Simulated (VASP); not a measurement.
# Tl (Fm-3m) in VASP: notebook

Tl is run at these levels: LDA; tasks: single point.

All numbers are computed with VASP 6.6.1; they aren't measurements. Logs are shortened: lines on timing, memory, paths and dates and some standing lists are left out, and cuts for length are marked.

### Step 1. The cell of the first run

It takes space group Fm-3m (No. 225, cubic). Conventional cell: a = 4.933 Å, b = 4.933 Å, c = 4.933 Å, α = 90.00°, β = 90.00°, γ = 90.00°. Within 4.6 Å of Tl (site symmetry m-3m) lie 12 Tl at 3.49 Å.

### Step 2. Single point, LDA

INCAR reads:

```
ALGO = Fast
EDIFF = 1E-7
ENCUT = 520
ISIF = 2
ISMEAR = 0
LASPH = T
LCHARG = F
LREAL = F
LWAVE = F
NBANDS = 12
NELM = 60
PREC = Accurate
SIGMA = 0.15
```

KPOINTS reads:

```
k-points
0
Gamma
  16 16 16
```

POSCAR reads:

```
Tl
1.0
    0.0000000000      2.4663412330      2.4663412330
    2.4663412330      0.0000000000      2.4663412330
    2.4663412330      2.4663412330      0.0000000000
Tl
1
Direct
    0.0000000000      0.0000000000      0.0000000000
```

Potentials or basis: VASP PAW LDA potentials, release 64 (Tl_d).

Started as:

```sh
> cat potpaw_LDA.64/Tl_d/POTCAR > POTCAR
> mpirun -np 1 vasp_std > vasp.out
```

OUTCAR:

```text
EDIFF = 1E-7
   ENCUT = 520
   ISIF = 2
   ISMEAR = 0
   LASPH = T
   LREAL = F
   NELM = 60
   PREC = Accurate

 ion  position               nearest neighbor table
   1  0.000  0.000  0.000-

  LATTYP: Found a face centered cubic cell.
 ALAT       =     4.9326824660

  Lattice vectors:

 A1 = (   0.0000000000,   2.4663412330,   2.4663412330)
 A2 = (   2.4663412330,   0.0000000000,   2.4663412330)
 A3 = (   2.4663412330,   2.4663412330,   0.0000000000)

Analysis of symmetry for initial positions (statically):
=====================================================================
 Subroutine PRICEL returns:
 Original cell was already a primitive cell.

 Routine SETGRP: Setting up the symmetry group for a
 face centered cubic supercell.

 Subroutine GETGRP returns: Found 48 space group operations
 (whereof 48 operations were pure point group operations)
 out of a pool of 48 trial point group operations.

The static configuration has the point symmetry O_h .

Analysis of symmetry for dynamics (positions and initial velocities):
=====================================================================
 Subroutine PRICEL returns:
 Original cell was already a primitive cell.

 Routine SETGRP: Setting up the symmetry group for a
 face centered cubic supercell.

 Subroutine GETGRP returns: Found 48 space group operations
 (whereof 48 operations were pure point group operations)
 out of a pool of 48 trial point group operations.

The dynamic configuration has the point symmetry O_h .

 Subroutine INISYM returns: Found 48 space group operations
 (whereof 48 operations are pure point group operations),
 and found     1 'primitive' translations

----------------------------------------------------------------------------------------

                                     Primitive cell

  volume of cell :      30.0047

  direct lattice vectors                    reciprocal lattice vectors
     0.000000000  2.466341233  2.466341233    -0.202729449  0.202729449  0.202729449
     2.466341233  0.000000000  2.466341233     0.202729449 -0.202729449  0.202729449
     2.466341233  2.466341233  0.000000000     0.202729449  0.202729449 -0.202729449

  length of vectors
     3.487933221  3.487933221  3.487933221     0.351137706  0.351137706  0.351137706

  position of ions in fractional coordinates (direct lattice)
     0.000000000  0.000000000  0.000000000

  ion indices of the primitive-cell ions
   primitive index   ion index
                 1           1

----------------------------------------------------------------------------------------

 KPOINTS: k-points

Automatic generation of k-mesh.
 Grid dimensions read from file:
 generate k-points for:   16   16   16

 Generating k-lattice:

  Cartesian coordinates                     Fractional coordinates (reciprocal lattice)
    -0.012670591  0.012670591  0.012670591     0.062500000  0.000000000  0.000000000
     0.012670591 -0.012670591  0.012670591     0.000000000  0.062500000  0.000000000
     0.012670591  0.012670591 -0.012670591     0.000000000  0.000000000  0.062500000

  Length of vectors
     0.021946107  0.021946107  0.021946107

  Shift w.r.t. Gamma in fractional coordinates (k-lattice)
     0.000000000  0.000000000  0.000000000

 Subroutine IBZKPT returns following result:
 ===========================================

 Found    145 irreducible k-points:

 Following reciprocal coordinates:
            Coordinates               Weight
  0.000000  0.000000  0.000000      1.000000
  0.062500  0.000000  0.000000      8.000000
  0.125000  0.000000  0.000000      8.000000
  0.187500  0.000000  0.000000      8.000000
  0.250000  0.000000  0.000000      8.000000
  0.312500  0.000000  0.000000      8.000000
[... 16 lines left out ...]
 -0.125000  0.062500  0.000000     24.000000
 -0.062500  0.062500  0.000000     12.000000
 [... further k-points ...]
   k-points           NKPTS =    145   k-points in BZ     NKDIM =    145   number of bands    NBANDS=     12
   number of dos      NEDOS =    301   number of ions     NIONS =      1
   total plane-waves  NPLWV =  21952
   dimension x,y,z NGX =    28 NGY =   28 NGZ =   28
   dimension x,y,z NGXF=    56 NGYF=   56 NGZF=   56
   ions per type =               1
   NGX,Y,Z   is equivalent  to a cutoff of  13.35, 13.35, 13.35 a.u.
   NGXF,Y,Z  is equivalent  to a cutoff of  26.69, 26.69, 26.69 a.u.
 SYSTEM =  unknown system
   PREC   = accura    normal or accurate (medium, high low for compatibility)
   ISTART =      0    job   : 0-new  1-cont  2-samecut
   ICHARG =      2    charge: 1-file 2-atom 10-const
   ISPIN  =      1    spin polarized calculation?
   LNONCOLLINEAR =      F non collinear calculations
   LSORBIT =      F    spin-orbit coupling
   LASPH  =      T    aspherical Exc in radial PAW
   ENCUT  =  520.0 eV  38.22 Ry    6.18 a.u.   6.49  6.49  6.49*2*pi/ulx,y,z
   NELM   =     60;   NELMIN=  2; NELMDL= -5     # of ELM steps
   EDIFF  = 0.1E-06   stopping-criterion for ELM
   LREAL  =      F    real-space projection
   EDIFFG = 0.1E-05   stopping-criterion for IOM
   NSW    =      0    number of steps for IOM
   IBRION =     -1    ionic relax: 0-MD 1-quasi-New 2-CG
   NFREE  =      0    steps in history (QN), initial steepest desc. (CG)
   ISIF   =      2    stress and relaxation
   ISYM   =      2    0-nonsym 1-usesym 2-fastsym
   POTIM  = 0.5000    time-step for ionic-motion
   TEBEG  =    0.0;   TEEND  =   0.0 temperature during run
   PSTRESS=    0.0 pullay stress
   NELECT =      13.0000    total number of electrons
   NUPDOWN=      -1.0000    fix difference up-down
   EMIN   =  10.00;   EMAX   =-10.00  energy-range for DOS
   EFERMI =   0.00;   METHOD = LEGACY
   ISMEAR =     0;   SIGMA  =   0.15  broadening in eV -4-tet -1-fermi 0-gaus
   EFERMI_NEDOS =   21; number of points for ismear=-14 and -15
   IALGO  =     68    algorithm
   IMIX   =      4    mixing-type and parameters
     AMIX     =   0.40;   BMIX     =  1.00
     AMIX_MAG =   1.60;   BMIX_MAG =  1.00
  volume/ion in A,a.u.               =      30.00       202.48
  Fermi-wavevector in a.u.,A,eV,Ry     =   1.238776  2.340947 20.879038  1.534566
  Thomas-Fermi vector in A             =   2.373287
   LORBIT       =      0    0 simple, 1 ext, 2 COOP (PROOUT), +10 PAW based schemes
   GGA     = CA    functional components
   LHFCALC =     F    Hartree Fock is set to
   AEXX    =    0.0000 exact exchange contribution
   IVDW    =     0    specifies the selected vdW correction
   LEPSILON=     F    determine dielectric tensor
   LRPA    =     F    only Hartree local field effects (RPA)
 non-spin polarized calculation
 RMM-DIIS sequential band-by-band and
 Gauss-broadening in eV      SIGMA  =   0.15
  energy-cutoff  :      520.00
  volume of cell :       30.00
 maximum number of plane-waves:       869
 NGX is ok and might be reduce to    28
   NGX = 13   NGY = 13   NGZ = 13

 number of electron      12.9999999 magnetization

 Free energy of the ion-electron system (eV)
  ---------------------------------------------------
  ext. energy  EPLUGINS =         0.00000000
  ---------------------------------------------------
  free energy    TOTEN  =        -2.89207634 eV

  energy without entropy =       -2.88500534  energy(sigma->0) =       -2.88854084

 E-fermi :   5.7594     XC(G=0): -10.2695

 val. band max:        5.7433525019   @ k =   0.3750   0.0625   0.0000
 cond. band min:       5.7596973975   @ k =  -0.3125   0.1875   0.0000
 fundamental gap:      0.0163448956
 Fermi energy:         5.7593885397

 k-point     1 :       0.0000    0.0000    0.0000
  band No.  band energies     occupation
      1      -5.7073      2.00000
      2      -5.7073      2.00000
      3      -5.7073      2.00000
      4      -5.4586      2.00000
      5      -5.4586      2.00000
      6      -3.9572      2.00000
      7      15.5989      0.00000
      8      15.5989      0.00000
      9      15.5989      0.00000
     10      16.6994      0.00000
     11      19.6561      0.00000
     12      20.4307      0.00000

 k-point     2 :       0.0625    0.0000    0.0000
  band No.  band energies     occupation
      1      -5.7096      2.00000
      2      -5.6976      2.00000
      3      -5.6976      2.00000
      4      -5.4599      2.00000
      5      -5.4599      2.00000
      6      -3.8772      2.00000
      7      14.6058      0.00000
      8      15.5067      0.00000
      9      15.5067      0.00000
     10      16.6249      0.00000
     11      19.9566      0.00000
     12      20.5890      0.00000

 k-point     3 :       0.1250    0.0000    0.0000
  band No.  band energies     occupation
      1      -5.7199      2.00000
      2      -5.6737      2.00000
      3      -5.6737      2.00000
      4      -5.4601      2.00000
      5      -5.4601      2.00000
      6      -3.6333      2.00000
      7      12.6912      0.00000
      8      15.2586      0.00000
      9      15.2586      0.00000
     10      16.5621      0.00000
     11      20.1023      0.00000
     12      20.9997      0.00000
[... 286 lines left out ...]
 k-point    23 :      -0.1250    0.0625    0.0000
  band No.  band energies     occupation
      1      -5.7275      2.00000
      2      -5.6588      2.00000
      3      -5.6556      2.00000
      4      -5.4822      2.00000
      5      -5.4383      2.00000
      6      -3.4412      2.00000
      7      12.0006      0.00000
      8      13.8275      0.00000
      9      15.7326      0.00000
     10      16.9070      0.00000
     11      19.3922      0.00000
     12      20.3575      0.00000

 k-point    24 :      -0.0625    0.0625    0.0000
  band No.  band energies     occupation
      1      -5.7165      2.00000
      2      -5.6855      2.00000
      3      -5.6775      2.00000
      4      -5.4725      2.00000
      5      -5.4512      2.00000
      6      -3.7425      2.00000
      7      13.7768      0.00000
      8      14.4917      0.00000
      9      15.7485      0.00000
     10      16.7329      0.00000
     11      19.8525      0.00000
     12      20.4863      0.00000

 [... further k-points ...]
[... 5 lines left out ...]
  --------------------------------------------------------------------------------------
  -------------------------------------------------------------------------------------
  Total       -0.6478432     -0.6478432     -0.6478432     -0.0000000     -0.0000000     -0.0000000
  in kB      -34.5932211    -34.5932211    -34.5932211     -0.0000000     -0.0000000     -0.0000000
  external PRESSURE =     -34.5932211 kB  Pullay stress =       0.0000000 kB

 VOLUME and BASIS-vectors are now :
 -----------------------------------------------------------------------------
  energy-cutoff  :      520.00
  volume of cell :       30.00
      direct lattice vectors                 reciprocal lattice vectors
     0.000000000  2.466341233  2.466341233    -0.202729449  0.202729449  0.202729449
     2.466341233  0.000000000  2.466341233     0.202729449 -0.202729449  0.202729449
     2.466341233  2.466341233  0.000000000     0.202729449  0.202729449 -0.202729449

 POSITION                                       TOTAL-FORCE (eV/Angst)
 -----------------------------------------------------------------------------------
      0.00000      0.00000      0.00000         0.000000      0.000000      0.000000
 -----------------------------------------------------------------------------------
    total drift:                               -0.000000     -0.000000     -0.000000

  FREE ENERGIE OF THE ION-ELECTRON SYSTEM (eV)
  ---------------------------------------------------
  free  energy   TOTEN  =        -2.8920763356 eV

  energy  without entropy=       -2.8850053386  energy(sigma->0) =       -2.88854084
```

It took 28 s on 1 thread of Intel Xeon Platinum 8488C (Sapphire Rapids), shared host; peak memory 0.18 GiB.

What came out:

```yaml
Free_energy: -2.8921 eV
Pressure: -3.5 GPa
```

Levels at points of the mesh, in eV from the Fermi level:
```csv
k point,band 4,band 5,band 6,band 7,band 8,band 9
"(0.00, 0.00, 0.00)",-11.22,-11.22,-9.72,9.84,9.84,9.84
"(0.50, 0.00, 0.00)",-10.99,-10.99,-5.32,-2.70,7.86,7.86
"(0.50, 0.50, 0.00)",-10.94,-10.94,-3.71,-1.67,3.94,3.94
```

Caveat: spin-orbit coupling is left out, which moves the levels of the heavy elements.

### Step 3. Single point, LDA

INCAR reads:

```
SYSTEM = Tl
ALGO     = Normal         ! electronic algorithm
EDIFF    = 1E-7           ! SCF threshold, eV
ENCUT    = 520            ! plane-wave cutoff, eV
GGA      = CA             ! functional
ISIF     = 2              ! what is computed and relaxed
ISMEAR   = 0              ! smearing method
LASPH    = .TRUE.         ! aspherical terms in the spheres
LCHARG   = .FALSE.        ! write CHGCAR
LREAL    = .FALSE.        ! projectors in reciprocal space
LWAVE    = .FALSE.        ! write WAVECAR
NBANDS   = 12             ! bands
NELM     = 80             ! most SCF steps
PREC     = Accurate       ! precision mode
SIGMA    = 0.15           ! smearing width, eV
```

KPOINTS reads:

```
k-points
0
G
  18 18 18
  0 0 0
```

POSCAR is that of step 2.

Potentials or basis: VASP PAW LDA potentials, release 64 (Tl_d).

Started as:

```sh
> cat potpaw_LDA.64/Tl_d/POTCAR > POTCAR
> mpirun -np 1 vasp_std > vasp.out
```

It took 32 s on 1 thread of Intel Xeon Platinum 8488C (Sapphire Rapids), shared host; peak memory 0.19 GiB.

The run converged. Its results:

```yaml
Free_energy: -2.8925 eV
Pressure: -3.4 GPa
```

Levels at points of the mesh, in eV from the Fermi level:
| k point | band 3 | band 4 | band 5 | band 6 | band 7 | band 8 | band 9 | band 10 |
| --- | --- | --- | --- | --- | --- | --- | --- | --- |
| (0.00, 0.00, 0.00) | -11.43 | -11.18 | -11.18 | -9.68 | 9.88 | 9.88 | 9.88 | 10.98 |
| (0.50, 0.00, 0.00) | -11.42 | -10.96 | -10.96 | -5.28 | -2.67 | 7.89 | 7.89 | 10.40 |
| (0.50, 0.50, 0.00) | -10.97 | -10.90 | -10.90 | -3.68 | -1.64 | 3.97 | 3.97 | 7.39 |

Caveat: spin-orbit coupling is left out, which moves the levels of the heavy elements.
